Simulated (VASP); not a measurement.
# Zr3S2 (R-3m) in VASP: further runs

Runs on Zr3S2. Level: PBE. Tasks: single point, relaxation of cell and atoms.

Everything below comes from runs of VASP 6.6.1. Logs are shortened: lines on timing, memory, paths and dates and some standing lists are left out, and cuts for length are marked.

**1. The cell of the first run**

Symmetry: R-3m, No. 166, trigonal system. Conventional cell: a = 3.616 Å, b = 3.616 Å, c = 25.718 Å, α = 90.00°, β = 90.00°, γ = 120.00°. Within 3.4 Å of Zr (site symmetry -3m) lie 6 S at 2.60 Å. Within 3.4 Å of Zr (site symmetry 3m) lie 3 S at 2.56 Å and 3 Zr at 3.26 Å. S (site symmetry 3m) has 6 Zr at 2.56 to 2.60 Å within 3.4 Å.

**2. Single point, PBE**

INCAR reads:

```
SYSTEM = Zr3S2
PREC = Accurate
ENCUT = 520
EDIFF = 1E-6
ISMEAR = 0
SIGMA = 0.1
LREAL = .False.
LASPH = .True.
NELM = 80
ALGO = Normal
ISIF = 2
LWAVE = .False.
LCHARG = .True.
GGA = PE
LELF = .True.
LVHAR = .True.
NBANDS = 32
```

KPOINTS reads:

```
regular mesh
0
Gamma
  6 6 6
  0 0 0
```

POSCAR reads:

```
Zr3S2
1.0
    1.8079985615      1.0438484562      8.5726284799
   -1.8079985615      1.0438484562      8.5726284799
    0.0000000000     -2.0876969124      8.5726284799
Zr S
3 2
Direct
    0.0000000000      0.0000000000      0.0000000000
    0.2153535771      0.2153535771      0.2153535771
    0.7846464229      0.7846464229      0.7846464229
    0.3938829747      0.3938829747      0.3938829747
    0.6061170253      0.6061170253      0.6061170253
```

Potentials or basis: VASP PAW PBE potentials, release 64 (Zr_sv, S).

On the command line:

```console
$ cat potpaw_PBE.64/Zr_sv/POTCAR potpaw_PBE.64/S/POTCAR > POTCAR
$ mpirun -np 1 vasp_std > vasp.out
```

OUTCAR:

```text
SYSTEM = Zr3S2
   PREC = Accurate
   ENCUT = 520
   EDIFF = 1E-6
   ISMEAR = 0
   LREAL = .False.
   LASPH = .True.
   NELM = 80
   ISIF = 2
   GGA = PE

 ion  position               nearest neighbor table
   1  0.000  0.000  0.000-   5 2.60   5 2.60   4 2.60   4 2.60   5 2.60   4 2.60   2 3.68   3 3.68
                             2 3.68   3 3.68   2 3.68   3 3.68
   2  0.215  0.215  0.215-   5 2.56   5 2.56   5 2.56   3 3.26   3 3.26   3 3.26   1 3.68   1 3.68
                             1 3.68
   3  0.785  0.785  0.785-   4 2.56   4 2.56   4 2.56   2 3.26   2 3.26   2 3.26   1 3.68   1 3.68
                             1 3.68
   4  0.394  0.394  0.394-   3 2.56   3 2.56   3 2.56   1 2.60   1 2.60   1 2.60
   5  0.606  0.606  0.606-   2 2.56   2 2.56   2 2.56   1 2.60   1 2.60   1 2.60

  LATTYP: Found a trigonal (rhomboedric) cell.
 ALAT       =     8.8231761544
 COS(alpha) =     0.9160199252

  Lattice vectors:

 A1 = (   1.8079985615,   1.0438484562,   8.5726284799)
 A2 = (  -1.8079985615,   1.0438484562,   8.5726284799)
 A3 = (   0.0000000000,  -2.0876969124,   8.5726284799)

Analysis of symmetry for initial positions (statically):
=====================================================================
 Subroutine PRICEL returns:
 Original cell was already a primitive cell.

 Routine SETGRP: Setting up the symmetry group for a
 trigonal (rhombohedral) supercell.

 Subroutine GETGRP returns: Found 12 space group operations
 (whereof 12 operations were pure point group operations)
 out of a pool of 12 trial point group operations.

The static configuration has the point symmetry D_3d.

Analysis of symmetry for dynamics (positions and initial velocities):
=====================================================================
 Subroutine PRICEL returns:
 Original cell was already a primitive cell.

 Routine SETGRP: Setting up the symmetry group for a
 trigonal (rhombohedral) supercell.

 Subroutine GETGRP returns: Found 12 space group operations
 (whereof 12 operations were pure point group operations)
 out of a pool of 12 trial point group operations.

The dynamic configuration has the point symmetry D_3d.

 Subroutine INISYM returns: Found 12 space group operations
 (whereof 12 operations are pure point group operations),
 and found     1 'primitive' translations

----------------------------------------------------------------------------------------

                                     Primitive cell

[... 93 lines left out ...]
   LASPH  =      T    aspherical Exc in radial PAW
   ENCUT  =  520.0 eV  38.22 Ry    6.18 a.u.  16.41 16.41 16.41*2*pi/ulx,y,z
   NELM   =     80;   NELMIN=  2; NELMDL= -5     # of ELM steps
   EDIFF  = 0.1E-05   stopping-criterion for ELM
   LREAL  =      F    real-space projection
   EDIFFG = 0.1E-04   stopping-criterion for IOM
   NSW    =      0    number of steps for IOM
   IBRION =     -1    ionic relax: 0-MD 1-quasi-New 2-CG
   NFREE  =      0    steps in history (QN), initial steepest desc. (CG)
   ISIF   =      2    stress and relaxation
   ISYM   =      2    0-nonsym 1-usesym 2-fastsym
   POTIM  = 0.5000    time-step for ionic-motion
   TEBEG  =    0.0;   TEEND  =   0.0 temperature during run
   PSTRESS=    0.0 pullay stress
   NELECT =      48.0000    total number of electrons
   NUPDOWN=      -1.0000    fix difference up-down
   EMIN   =  10.00;   EMAX   =-10.00  energy-range for DOS
   EFERMI =   0.00;   METHOD = LEGACY
   ISMEAR =     0;   SIGMA  =   0.10  broadening in eV -4-tet -1-fermi 0-gaus
   EFERMI_NEDOS =   21; number of points for ismear=-14 and -15
   IALGO  =     38    algorithm
   IMIX   =      4    mixing-type and parameters
     AMIX     =   0.40;   BMIX     =  1.00
     AMIX_MAG =   1.60;   BMIX_MAG =  1.00
  volume/ion in A,a.u.               =      19.41       131.02
  Fermi-wavevector in a.u.,A,eV,Ry     =   1.294558  2.446361 22.801751  1.675881
  Thomas-Fermi vector in A             =   2.426134
   LORBIT       =      0    0 simple, 1 ext, 2 COOP (PROOUT), +10 PAW based schemes
   GGA     = PE    functional components
   LHFCALC =     F    Hartree Fock is set to
   AEXX    =    0.0000 exact exchange contribution
   IVDW    =     0    specifies the selected vdW correction
   LEPSILON=     F    determine dielectric tensor
   LRPA    =     F    only Hartree local field effects (RPA)
 non-spin polarized calculation
 Gauss-broadening in eV      SIGMA  =   0.10
  energy-cutoff  :      520.00
  volume of cell :       97.07
 maximum number of plane-waves:      2639
 NGX is ok and might be reduce to    70
   NGX = 33   NGY = 33   NGZ = 33

 number of electron      47.9999999 magnetization

 Free energy of the ion-electron system (eV)
  ---------------------------------------------------
  ext. energy  EPLUGINS =         0.00000000
  ---------------------------------------------------
  free energy    TOTEN  =       -39.72604749 eV

  energy without entropy =      -39.71057151  energy(sigma->0) =      -39.71830950

 E-fermi :   9.8838     XC(G=0): -11.1816

 val. band max:        9.8379119065   @ k =   0.3333   0.3333   0.0000
 cond. band min:       9.9160869850   @ k =   0.3333   0.1667   0.0000
 fundamental gap:      0.0781750785
 Fermi energy:         9.8838155330

 k-point     1 :       0.0000    0.0000    0.0000
  band No.  band energies     occupation
      1     -40.0588      2.00000
      2     -39.3840      2.00000
      3     -39.3316      2.00000
      4     -18.2688      2.00000
      5     -18.0369      2.00000
      6     -18.0369      2.00000
[... 829 lines left out ...]
     31      12.7794      0.00000
     32      13.1082      0.00000

 [... further k-points ...]
[... 5 lines left out ...]
  --------------------------------------------------------------------------------------
  -------------------------------------------------------------------------------------
  Total        0.1248469      0.1248469     -0.1389750      0.0000000     -0.0000000      0.0000000
  in kB        2.0605703      2.0605703     -2.2937528      0.0000000     -0.0000000      0.0000000
  external PRESSURE =       0.6091293 kB  Pullay stress =       0.0000000 kB

 VOLUME and BASIS-vectors are now :
 -----------------------------------------------------------------------------
  energy-cutoff  :      520.00
  volume of cell :       97.07
      direct lattice vectors                 reciprocal lattice vectors
     1.807998562  1.043848456  8.572628480     0.276548893  0.159665578  0.038883446
    -1.807998562  1.043848456  8.572628480    -0.276548893  0.159665578  0.038883446
     0.000000000 -2.087696912  8.572628480     0.000000000 -0.319331155  0.038883446

 POSITION                                       TOTAL-FORCE (eV/Angst)
 -----------------------------------------------------------------------------------
      0.00000      0.00000      0.00000         0.000000     -0.000000      0.000000
      0.00000      0.00000      5.53844         0.000000      0.000000      0.022827
      0.00000      0.00000     20.17945         0.000000      0.000000     -0.022827
      0.00000      0.00000     10.12984         0.000000     -0.000000      0.025585
      0.00000      0.00000     15.58805         0.000000      0.000000     -0.025585
 -----------------------------------------------------------------------------------
    total drift:                                0.000000      0.000000     -0.000000

  FREE ENERGIE OF THE ION-ELECTRON SYSTEM (eV)
  ---------------------------------------------------
  free  energy   TOTEN  =       -39.7260474941 eV

  energy  without entropy=      -39.7105715123  energy(sigma->0) =      -39.71830950
```

OSZICAR:

```text
N       E                     dE             d eps       ncg     rms          rms(c)
DAV:   1     0.439761637750E+03    0.43976E+03   -0.25010E+04  2048   0.147E+03
DAV:   2    -0.849411367468E+01   -0.44826E+03   -0.43459E+03  2480   0.402E+02
DAV:   3    -0.399258635071E+02   -0.31432E+02   -0.30733E+02  3272   0.859E+01
DAV:   4    -0.420776110211E+02   -0.21517E+01   -0.21438E+01  3056   0.199E+01
DAV:   5    -0.421430018144E+02   -0.65391E-01   -0.65360E-01  2912   0.354E+00    0.240E+01
DAV:   6    -0.399540033652E+02    0.21890E+01   -0.71119E+00  2560   0.150E+01    0.110E+01
DAV:   7    -0.399452432536E+02    0.87601E-02   -0.26737E+00  2912   0.798E+00    0.482E+00
DAV:   8    -0.397278123160E+02    0.21743E+00   -0.96276E-01  2584   0.584E+00    0.226E+00
DAV:   9    -0.397263475646E+02    0.14648E-02   -0.11655E-01  2760   0.179E+00    0.567E-01
DAV:  10    -0.397257814603E+02    0.56610E-03   -0.88603E-03  3008   0.444E-01    0.260E-01
DAV:  11    -0.397260304602E+02   -0.24900E-03   -0.10669E-03  3048   0.225E-01    0.669E-02
DAV:  12    -0.397260506877E+02   -0.20228E-04   -0.10273E-04  2896   0.636E-02    0.381E-02
DAV:  13    -0.397260467473E+02    0.39405E-05   -0.12020E-05  2656   0.194E-02    0.650E-03
DAV:  14    -0.397260474941E+02   -0.74680E-06   -0.15508E-06  1840   0.904E-03
   1 F= -.39726047E+02 E0= -.39718310E+02  d E =-.154760E-01
```

It took 4.5 min on 1 thread of Intel Xeon 6975P-C (Granite Rapids), shared host; peak memory 0.67 GiB.

Results:

| Quantity | Value |
| --- | --- |
| Free energy | -39.7260 eV |
| Pressure | 0.1 GPa |
| Largest force | 0.026 eV/Å |
| Band gap on the k mesh | zero (bands 24 and 25 overlap by 0.61 eV) |

Forces on the atoms (eV/Å):
```
Zr   0.000  0.000  0.000
Zr   0.000  0.000  0.023
Zr   0.000  0.000 -0.023
S    0.000  0.000  0.026
S    0.000  0.000 -0.026
```

Stress tensor (GPa, compression positive):
```
 0.21  0.00  0.00
 0.00  0.21  0.00
 0.00  0.00 -0.23
```

Levels at points of the mesh, in eV from the Fermi level:
```tsv
k point	band 20	band 21	band 22	band 23	band 24	band 25	band 26	band 27	band 28	band 29
(0.00, 0.00, 0.00)	-4.28	-2.25	-0.71	-0.63	-0.63	-0.32	-0.32	-0.29	0.41	0.41
(0.50, 0.00, 0.00)	-4.79	-2.74	-1.28	-0.97	-0.49	0.55	1.76	2.03	2.29	2.65
(0.50, 0.50, 0.00)	-4.87	-3.09	-1.03	-0.44	-0.19	0.55	1.43	1.44	2.06	2.28
(0.50, 0.50, 0.50)	-4.38	-1.62	-1.23	-0.83	-0.83	0.24	0.24	0.56	0.72	1.19
```

**3. Relaxation of cell and atoms, PBE**

This run uses another cell than the first one, of 20.52 Å³/atom.

INCAR reads:

```
PREC = Accurate ; ENCUT = 600
EDIFF = 1E-6 ; ISMEAR = 0
SIGMA = 0.1 ; LREAL = F
LASPH = T ; NELM = 60
ALGO = Normal ; ISIF = 3
LWAVE = F ; LCHARG = F
GGA = PE ; IBRION = 2
NSW = 90 ; EDIFFG = -0.04
```

KPOINTS reads:

```
regular mesh
0
Gamma
  6 6 6
```

POSCAR reads:

```
Zr3S2
1.0
    1.8556841361      1.0713797355      8.6020372769
   -1.8556841361      1.0713797355      8.6020372769
    0.0000000000     -2.1427594709      8.6020372769
Zr S
3 2
Direct
    0.0000000000      0.0000000000      0.0000000000
    0.2095000000      0.2095000000      0.2095000000
    0.7905000000      0.7905000000      0.7905000000
    0.4000000000      0.4000000000      0.4000000000
    0.6000000000      0.6000000000      0.6000000000
```

Potentials or basis: VASP PAW PBE potentials, release 64 (Zr_sv, S).

On the command line:

```console
$ cat potpaw_PBE.64/Zr_sv/POTCAR potpaw_PBE.64/S/POTCAR > POTCAR
$ mpirun -np 1 vasp_std > vasp.out
```

It took 36 min on 1 thread of Intel Xeon 6975P-C (Granite Rapids), shared host; peak memory 0.84 GiB.

It converged, with:

```
Free energy                           : -39.7281 eV
Relaxed volume                        : 19.42 Å³/atom
Relaxed cell                          : a = 8.787 Å, b = 8.787 Å, c = 8.787 Å, α = 23.81°, β = 23.81°, γ = 23.81°
Space group after relaxing (to 0.1 Å) : R-3m (No. 166)
Energy gained by relaxing             : 108.9 meV/atom
Ionic steps                           : 10
Pressure after relaxing               : 0.1 GPa
Largest force after relaxing          : 0.009 eV/Å
Band gap on the k mesh                : zero (bands 24 and 25 overlap by 0.64 eV)
```

Forces on the atoms (eV/Å):
```
Zr   0.000  0.000  0.000
Zr   0.000  0.000 -0.002
Zr   0.000  0.000  0.002
S    0.000  0.000  0.009
S    0.000  0.000 -0.009
```

Stress tensor (GPa, compression positive):
```
0.04 0.00 0.00
0.00 0.04 0.00
0.00 0.00 0.20
```

Step by step:
| step | energy change (eV) | largest force (eV/Å) | pressure (GPa) | volume (Å³) |
| --- | --- | --- | --- | --- |
| 1 | 0.0000 | 1.5393 | -5.62 | 102.61 |
| 2 | -0.3060 | 1.0830 | 6.87 | 92.25 |
| 3 | -0.3340 | 1.0892 | 3.60 | 94.38 |
| 4 | -0.5029 | 0.4572 | 0.40 | 96.67 |
| 5 | -0.5142 | 0.2529 | -0.46 | 97.41 |
| 6 | -0.5344 | 0.1052 | 0.30 | 96.84 |
| 7 | -0.5374 | 0.1574 | 0.73 | 96.54 |
| 8 | -0.5421 | 0.1181 | -0.67 | 97.67 |
| 9 | -0.5425 | 0.1267 | -0.39 | 97.44 |
| 10 | -0.5446 | 0.0088 | 0.10 | 97.10 |

Final structure:
```
Zr S
1.0
     1.81233    1.04635    8.53436
    -1.81233    1.04635    8.53436
     0.00000   -2.09270    8.53436
Zr S
3 2
Direct
  0.00000 0.00000 0.00000
  0.21553 0.21553 0.21553
  0.78447 0.78447 0.78447
  0.39390 0.39390 0.39390
  0.60610 0.60610 0.60610
```

Levels at points of the mesh, in eV from the Fermi level:
| k point | band 22 | band 23 | band 24 | band 25 | band 26 | band 27 |
| --- | --- | --- | --- | --- | --- | --- |
| (0.00, 0.00, 0.00) | -0.70 | -0.65 | -0.65 | -0.34 | -0.34 | -0.26 |
| (0.50, 0.00, 0.00) | -1.25 | -0.98 | -0.49 | 0.55 | 1.82 | 2.00 |
| (0.50, 0.50, 0.00) | -1.04 | -0.43 | -0.18 | 0.60 | 1.42 | 1.44 |
| (0.50, 0.50, 0.50) | -1.21 | -0.86 | -0.86 | 0.23 | 0.23 | 0.58 |

**4. Single point, PBE**

INCAR reads:

```
PREC     = Accurate       # precision mode
ENCUT    = 520            # plane-wave cutoff, eV
EDIFF    = 1E-7           # SCF threshold, eV
ISMEAR   = 0              # smearing method
SIGMA    = 0.1            # smearing width, eV
LREAL    = False          # projectors in reciprocal space
LASPH    = True           # aspherical terms in the spheres
NELM     = 80             # most SCF steps
ALGO     = Normal         # electronic algorithm
ISIF     = 2              # what is computed and relaxed
LWAVE    = False          # write WAVECAR
LCHARG   = False          # write CHGCAR
GGA      = PE             # functional
NBANDS   = 32             # bands
```

KPOINTS reads:

```
Automatic mesh
0
Gamma
  12 12 12
```

POSCAR reads:

```
Zr3S2
1.0
    1.8068557282      1.0431886411      8.5854097537
   -1.8068557282      1.0431886411      8.5854097537
    0.0000000000     -2.0863772821      8.5854097537
Zr S
3 2
Direct
    0.0000000000      0.0000000000      0.0000000000
    0.2156020220      0.2156020220      0.2156020220
    0.7843979780      0.7843979780      0.7843979780
    0.3942080845      0.3942080845      0.3942080845
    0.6057919155      0.6057919155      0.6057919155
```

Potentials or basis: VASP PAW PBE potentials, release 64 (Zr_sv, S).

On the command line:

```console
$ cat potpaw_PBE.64/Zr_sv/POTCAR potpaw_PBE.64/S/POTCAR > POTCAR
$ mpirun -np 1 vasp_std > vasp.out
```

OUTCAR:

```text
PREC = Accurate
   ENCUT = 520
   EDIFF = 1E-7
   ISMEAR = 0
   LREAL = False
   LASPH = True
   NELM = 80
   ISIF = 2
   GGA = PE

 ion  position               nearest neighbor table
   1  0.000  0.000  0.000-   5 2.61   5 2.61   4 2.61   4 2.61   5 2.61   4 2.61   2 3.68   3 3.68
                             2 3.68   3 3.68   2 3.68   3 3.68
   2  0.216  0.216  0.216-   5 2.55   5 2.55   5 2.55   3 3.27   3 3.27   3 3.27   1 3.68   1 3.68
                             1 3.68
   3  0.784  0.784  0.784-   4 2.55   4 2.55   4 2.55   2 3.27   2 3.27   2 3.27   1 3.68   1 3.68
                             1 3.68
   4  0.394  0.394  0.394-   3 2.55   3 2.55   3 2.55   1 2.61   1 2.61   1 2.61
[... 1048 lines left out ...]
  Total        0.0205113      0.0205113      0.0185592      0.0000000      0.0000000      0.0000000
  in kB        0.3384577      0.3384577      0.3062464      0.0000000      0.0000000      0.0000000
  external PRESSURE =       0.3277206 kB  Pullay stress =       0.0000000 kB

 VOLUME and BASIS-vectors are now :
 -----------------------------------------------------------------------------
  energy-cutoff  :      520.00
  volume of cell :       97.10
      direct lattice vectors                 reciprocal lattice vectors
     1.806855728  1.043188641  8.585409754     0.276723809  0.159766566  0.038825559
    -1.806855728  1.043188641  8.585409754    -0.276723809  0.159766566  0.038825559
     0.000000000 -2.086377282  8.585409754     0.000000000 -0.319533132  0.038825559

 POSITION                                       TOTAL-FORCE (eV/Angst)
 -----------------------------------------------------------------------------------
      0.00000      0.00000      0.00000         0.000000     -0.000000     -0.000000
      0.00000      0.00000      5.55310         0.000000     -0.000000     -0.010866
      0.00000      0.00000     20.20313         0.000000      0.000000      0.010866
      0.00000      0.00000     10.15331         0.000000     -0.000000     -0.004782
      0.00000      0.00000     15.60292         0.000000      0.000000      0.004782
 -----------------------------------------------------------------------------------
    total drift:                                0.000000     -0.000000      0.000000

  FREE ENERGIE OF THE ION-ELECTRON SYSTEM (eV)
  ---------------------------------------------------
  free  energy   TOTEN  =       -39.7354076866 eV

  energy  without entropy=      -39.7188757750  energy(sigma->0) =      -39.72714173
```

Wall time 29 min (1 thread of Intel Xeon 6975P-C (Granite Rapids), shared host); peak memory 0.97 GiB.

What came out:

```
Free energy            : -39.7354 eV
Pressure               : 0.0 GPa
Largest force          : 0.011 eV/Å
Band gap on the k mesh : zero (bands 24 and 25 overlap by 0.84 eV)
```

Forces on the atoms (eV/Å):
```
Zr   0.000  0.000  0.000
Zr   0.000  0.000 -0.011
Zr   0.000  0.000  0.011
S    0.000  0.000 -0.005
S    0.000  0.000  0.005
```

Levels at points of the mesh, in eV from the Fermi level:
```
           k point  band 22  band 23  band 24  band 25  band 26  band 27
(0.00, 0.00, 0.00)    -0.75    -0.64    -0.64    -0.33    -0.33    -0.24
(0.50, 0.00, 0.00)    -1.26    -0.98    -0.50     0.56     1.73     2.03
(0.50, 0.50, 0.00)    -1.04    -0.44    -0.22     0.55     1.40     1.47
(0.50, 0.50, 0.50)    -1.26    -0.84    -0.84     0.22     0.22     0.58
```

**5. Summary**

```csv
task,cell,k mesh,cutoff (eV),gap on the mesh (eV),pressure (GPa),largest force (eV/Å)
single point,"a = 8.823 Å, angles 23.6°, 5 atoms, atomic positions A",6 × 6 × 6,520,none,0.1,0.03
relaxation of cell and atoms,"relaxed from a = 8.865 Å, angles 24.2°, 5 atoms, atomic positions B",6 × 6 × 6,600,none,0.1,0.01
single point,"a = 8.835 Å, angles 23.6°, 5 atoms, atomic positions C",12 × 12 × 12,520,none,0.0,0.01
```

Alike in all rows: level PBE; potentials or basis VASP PAW PBE potentials, release 64 (Zr_sv, S); no spin polarisation; smearing gaussian 0.1 eV.

Total energies depend on the potentials used, so only differences within one code and one set of settings carry meaning.

The gap in the log of VASP goes by the Fermi energy; the results here count the filled bands.